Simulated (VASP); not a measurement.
# C (I4_1/amd) in VASP: notebook

The runs below take C through single point, with PBE, r2SCAN.

Everything below comes from runs of VASP 6.6.1. Logs are shortened: lines on timing, memory, paths and dates and some standing lists are left out, and cuts for length are marked.

### Step 1. The cell of the first run

The structure is tetragonal, space group I4_1/amd (No. 141). Conventional cell: a = 2.517 Å, b = 2.517 Å, c = 3.441 Å, α = 90.00°, β = 90.00°, γ = 90.00°. Within 2.0 Å of C (site symmetry -4m2) lie 4 C at 1.52 Å.

### Step 2. Single point, PBE (uniaxial x strain -3.3%)

INCAR reads:

```
SYSTEM = C
PREC = Accurate ; ENCUT = 520
EDIFF = 1E-6 ; ISMEAR = -1
SIGMA = 0.02 ; LREAL = .FALSE.
LASPH = .TRUE. ; NELM = 80
ALGO = Normal ; ISIF = 2
LWAVE = .FALSE. ; LCHARG = .FALSE.
GGA = PE ; NBANDS = 11
```

KPOINTS reads:

```
Automatic mesh
0
G
  12 12 12
  0 0 0
```

POSCAR reads:

```
C
1.0
    0.0000000000      1.7801241411      1.7801241411
    1.7206679948      0.0000000000      1.7801241411
    1.7206679948      1.7801241411      0.0000000000
C
2
Direct
    0.0000000000      0.0000000000      0.0000000000
    0.2500000000      0.2500000000      0.2500000000
```

Potentials or basis: VASP PAW PBE potentials, release 64 (C).

Started as:

```bash
$ cat potpaw_PBE.64/C/POTCAR > POTCAR
$ mpirun -np 1 vasp_std > vasp.out
```

OUTCAR:

```text
SYSTEM = C
   PREC = Accurate
   ENCUT = 520
   EDIFF = 1E-6
   ISMEAR = -1
   LREAL = .FALSE.
   LASPH = .TRUE.
   NELM = 80
   ISIF = 2
   GGA = PE

 ion  position               nearest neighbor table
   1  0.000  0.000  0.000-   2 1.52   2 1.52   2 1.52   2 1.52
   2  0.250  0.250  0.250-   1 1.52   1 1.52   1 1.52   1 1.52

  LATTYP: Found a body centered tetragonal cell.
 ALAT       =     2.5174757031
 C/A-ratio  =     1.3669788294

  Lattice vectors:

 A1 = (  -1.7206679948,   0.0000000000,  -1.7801241411)
 A2 = (  -1.7206679948,   0.0000000000,   1.7801241411)
 A3 = (   1.7206679948,   1.7801241411,   0.0000000000)

Analysis of symmetry for initial positions (statically):
=====================================================================
 Subroutine PRICEL returns:
 Original cell was already a primitive cell.

 Routine SETGRP: Setting up the symmetry group for a
 body centered tetragonal supercell.

 Subroutine GETGRP returns: Found 16 space group operations
 (whereof  8 operations were pure point group operations)
 out of a pool of 16 trial point group operations.

The static configuration has the point symmetry D_2d.
 The point group associated with its full space group is D_4h.

Analysis of symmetry for dynamics (positions and initial velocities):
=====================================================================
 Subroutine PRICEL returns:
 Original cell was already a primitive cell.

 Routine SETGRP: Setting up the symmetry group for a
 body centered tetragonal supercell.

 Subroutine GETGRP returns: Found 16 space group operations
 (whereof  8 operations were pure point group operations)
 out of a pool of 16 trial point group operations.

The dynamic configuration has the point symmetry D_2d.
 The point group associated with its full space group is D_4h.

 Subroutine INISYM returns: Found 16 space group operations
 (whereof  8 operations are pure point group operations),
 and found     1 'primitive' translations

----------------------------------------------------------------------------------------

                                     Primitive cell

  volume of cell :      10.9050

  direct lattice vectors                    reciprocal lattice vectors
     0.000000000  1.780124141  1.780124141    -0.290584820  0.280879287  0.280879287
     1.720667995  0.000000000  1.780124141     0.290584820 -0.280879287  0.280879287
     1.720667995  1.780124141  0.000000000     0.290584820  0.280879287 -0.280879287

  length of vectors
     2.517475703  2.475790845  2.475790845     0.492164491  0.492164491  0.492164491

  position of ions in fractional coordinates (direct lattice)
     0.000000000  0.000000000  0.000000000
     0.250000000  0.250000000  0.250000000

  ion indices of the primitive-cell ions
   primitive index   ion index
                 1           1
                 2           2

----------------------------------------------------------------------------------------

 KPOINTS: Automatic mesh

Automatic generation of k-mesh.
 Grid dimensions read from file:
 generate k-points for:   12   12   12

 Generating k-lattice:

  Cartesian coordinates                     Fractional coordinates (reciprocal lattice)
    -0.024215402  0.023406607  0.023406607     0.083333333  0.000000000  0.000000000
     0.024215402 -0.023406607  0.023406607     0.000000000  0.083333333  0.000000000
     0.024215402  0.023406607 -0.023406607     0.000000000  0.000000000  0.083333333

  Length of vectors
     0.041013708  0.041013708  0.041013708

  Shift w.r.t. Gamma in fractional coordinates (k-lattice)
     0.000000000  0.000000000  0.000000000

 Subroutine IBZKPT returns following result:
 ===========================================

 Found    163 irreducible k-points:

 Following reciprocal coordinates:
            Coordinates               Weight
  0.000000  0.000000  0.000000      1.000000
  0.083333  0.000000  0.000000      8.000000
  0.166667 -0.000000 -0.000000      8.000000
  0.250000  0.000000  0.000000      8.000000
  0.333333  0.000000  0.000000      8.000000
  0.416667 -0.000000 -0.000000      8.000000
[... 16 lines left out ...]
  0.500000  0.166667  0.000000     16.000000
 -0.416667  0.166667  0.000000     16.000000
 [... further k-points ...]
   k-points           NKPTS =    163   k-points in BZ     NKDIM =    163   number of bands    NBANDS=     11
   number of dos      NEDOS =    301   number of ions     NIONS =      2
   total plane-waves  NPLWV =   6480
   dimension x,y,z NGX =    20 NGY =   18 NGZ =   18
   dimension x,y,z NGXF=    40 NGYF=   36 NGZF=   36
   ions per type =               2
   NGX,Y,Z   is equivalent  to a cutoff of  13.21, 12.09, 12.09 a.u.
   NGXF,Y,Z  is equivalent  to a cutoff of  26.41, 24.17, 24.17 a.u.
 SYSTEM =  C
   PREC   = accura    normal or accurate (medium, high low for compatibility)
   ISTART =      0    job   : 0-new  1-cont  2-samecut
   ICHARG =      2    charge: 1-file 2-atom 10-const
   ISPIN  =      1    spin polarized calculation?
   LNONCOLLINEAR =      F non collinear calculations
   LSORBIT =      F    spin-orbit coupling
   LASPH  =      T    aspherical Exc in radial PAW
   ENCUT  =  520.0 eV  38.22 Ry    6.18 a.u.   4.68  4.60  4.60*2*pi/ulx,y,z
   NELM   =     80;   NELMIN=  2; NELMDL= -5     # of ELM steps
   EDIFF  = 0.1E-05   stopping-criterion for ELM
   LREAL  =      F    real-space projection
   EDIFFG = 0.1E-04   stopping-criterion for IOM
   NSW    =      0    number of steps for IOM
   IBRION =     -1    ionic relax: 0-MD 1-quasi-New 2-CG
   NFREE  =      0    steps in history (QN), initial steepest desc. (CG)
   ISIF   =      2    stress and relaxation
   ISYM   =      2    0-nonsym 1-usesym 2-fastsym
   POTIM  = 0.5000    time-step for ionic-motion
   TEBEG  =    0.0;   TEEND  =   0.0 temperature during run
   PSTRESS=    0.0 pullay stress
   NELECT =       8.0000    total number of electrons
   NUPDOWN=      -1.0000    fix difference up-down
   EMIN   =  10.00;   EMAX   =-10.00  energy-range for DOS
   EFERMI =   0.00;   METHOD = LEGACY
   ISMEAR =    -1;   SIGMA  =   0.02  broadening in eV -4-tet -1-fermi 0-gaus
   EFERMI_NEDOS =   21; number of points for ismear=-14 and -15
   IALGO  =     38    algorithm
   IMIX   =      4    mixing-type and parameters
     AMIX     =   0.40;   BMIX     =  1.00
     AMIX_MAG =   1.60;   BMIX_MAG =  1.00
  volume/ion in A,a.u.               =       5.45        36.80
  Fermi-wavevector in a.u.,A,eV,Ry     =   1.476485  2.790151 29.660796  2.180007
  Thomas-Fermi vector in A             =   2.591006
   LORBIT       =      0    0 simple, 1 ext, 2 COOP (PROOUT), +10 PAW based schemes
   GGA     = PE    functional components
   LHFCALC =     F    Hartree Fock is set to
   AEXX    =    0.0000 exact exchange contribution
   IVDW    =     0    specifies the selected vdW correction
   LEPSILON=     F    determine dielectric tensor
   LRPA    =     F    only Hartree local field effects (RPA)
 non-spin polarized calculation
  energy-cutoff  :      520.00
  volume of cell :       10.91
 maximum number of plane-waves:       304
   NGX =  9   NGY =  9   NGZ =  9

 number of electron       8.0000000 magnetization

 Free energy of the ion-electron system (eV)
  ---------------------------------------------------
  ext. energy  EPLUGINS =         0.00000000
  ---------------------------------------------------
  free energy    TOTEN  =       -18.12815005 eV

  energy without entropy =      -18.12815005  energy(sigma->0) =      -18.12815005

 E-fermi :  11.1129     XC(G=0): -13.4515

 val. band max:       10.6486404886   @ k =   0.0000   0.0000   0.0000
 cond. band min:      14.0207220481   @ k =   0.0000   0.3333   0.3333
 fundamental gap:      3.3720815595
 Fermi energy:        11.1128824464

 k-point     1 :       0.0000    0.0000    0.0000
  band No.  band energies     occupation
      1     -11.7041      2.00000
      2      10.1417      2.00000
      3      10.1417      2.00000
      4      10.6486      2.00000
      5      15.7352      0.00000
      6      16.1640      0.00000
      7      16.1640      0.00000
      8      24.5415      0.00000
      9      30.1296      0.00000
     10      36.3809      0.00000
     11      37.6850      0.00000

 k-point     2 :       0.0833    0.0000    0.0000
  band No.  band energies     occupation
      1     -11.5063      2.00000
      2       9.0113      2.00000
      3       9.7963      2.00000
      4      10.1880      2.00000
      5      16.2156      0.00000
      6      16.5941      0.00000
      7      16.8912      0.00000
      8      24.6776      0.00000
      9      30.4539      0.00000
     10      34.4255      0.00000
     11      35.4182      0.00000

 k-point     3 :       0.1667   -0.0000   -0.0000
  band No.  band energies     occupation
      1     -10.9154      2.00000
      2       6.4404      2.00000
      3       9.0413      2.00000
      4       9.4577      2.00000
      5      17.1605      0.00000
      6      17.5075      0.00000
      7      18.1117      0.00000
      8      25.0633      0.00000
      9      31.1145      0.00000
     10      32.9650      0.00000
     11      33.7586      0.00000

 k-point     4 :       0.2500    0.0000    0.0000
  band No.  band energies     occupation
      1      -9.9393      2.00000
      2       3.5336      2.00000
      3       8.2569      2.00000
      4       8.7400      2.00000
      5      18.0040      0.00000
      6      18.3064      0.00000
      7      19.0746      0.00000
      8      25.5955      0.00000
      9      31.4893      0.00000
     10      32.7667      0.00000
     11      33.3221      0.00000
[... 239 lines left out ...]
 k-point    22 :       0.4167    0.1667    0.0000
  band No.  band energies     occupation
      1      -7.4623      2.00000
      2       0.3283      2.00000
      3       5.6895      2.00000
      4       6.2962      2.00000
      5      17.3415      0.00000
      6      21.1576      0.00000
      7      22.2422      0.00000
      8      23.5423      0.00000
      9      31.7657      0.00000
     10      33.2241      0.00000
     11      38.2248      0.00000

 k-point    23 :       0.5000    0.1667    0.0000
  band No.  band energies     occupation
      1      -5.8103      2.00000
      2      -2.0086      2.00000
      3       4.9643      2.00000
      4       6.3742      2.00000
      5      17.7629      0.00000
      6      21.0159      0.00000
      7      22.2447      0.00000
      8      25.2080      0.00000
      9      30.8454      0.00000
     10      34.7038      0.00000
     11      37.5212      0.00000

 k-point    24 :      -0.4167    0.1667    0.0000
  band No.  band energies     occupation
      1      -5.2659      2.00000
      2      -2.6557      2.00000
      3       4.4779      2.00000
      4       6.7637      2.00000
      5      18.2319      0.00000
      6      20.6135      0.00000
      7      22.0851      0.00000
      8      26.2752      0.00000
      9      30.2942      0.00000
     10      35.0425      0.00000
     11      35.5732      0.00000

 [... further k-points ...]
[... 5 lines left out ...]
  --------------------------------------------------------------------------------------
  -------------------------------------------------------------------------------------
  Total        2.8884864      0.7265561      0.7265561      0.0000000      0.0000000      0.0000000
  in kB      424.3783777    106.7461101    106.7461101      0.0000000      0.0000000      0.0000000
  external PRESSURE =     212.6235326 kB  Pullay stress =       0.0000000 kB

 VOLUME and BASIS-vectors are now :
 -----------------------------------------------------------------------------
  energy-cutoff  :      520.00
  volume of cell :       10.91
      direct lattice vectors                 reciprocal lattice vectors
     0.000000000  1.780124141  1.780124141    -0.290584820  0.280879287  0.280879287
     1.720667995  0.000000000  1.780124141     0.290584820 -0.280879287  0.280879287
     1.720667995  1.780124141  0.000000000     0.290584820  0.280879287 -0.280879287

 POSITION                                       TOTAL-FORCE (eV/Angst)
 -----------------------------------------------------------------------------------
      0.00000      0.00000      0.00000         0.000000      0.000000      0.000000
      0.86033      0.89006      0.89006        -0.000000      0.000000      0.000000
 -----------------------------------------------------------------------------------
    total drift:                                0.000000      0.000000      0.000000

  FREE ENERGIE OF THE ION-ELECTRON SYSTEM (eV)
  ---------------------------------------------------
  free  energy   TOTEN  =       -18.1281500482 eV

  energy  without entropy=      -18.1281500482  energy(sigma->0) =      -18.12815005
```

Run time: 14 s. Hardware: 1 thread of Intel Xeon Platinum 8259CL at 2.50GHz (Skylake/Cascade Lake), shared host; peak memory 0.12 GiB.

What came out:

| Quantity | Value |
| --- | --- |
| Free energy | -18.1282 eV |
| Pressure | 21.3 GPa |
| Band gap on the k mesh | 3.37 eV, indirect (least direct gap 5.09 eV) |

Caveat: the cell differs from its parent crystal (uniaxial x strain -3.3%).

(Part 1 of 2 ends here.)
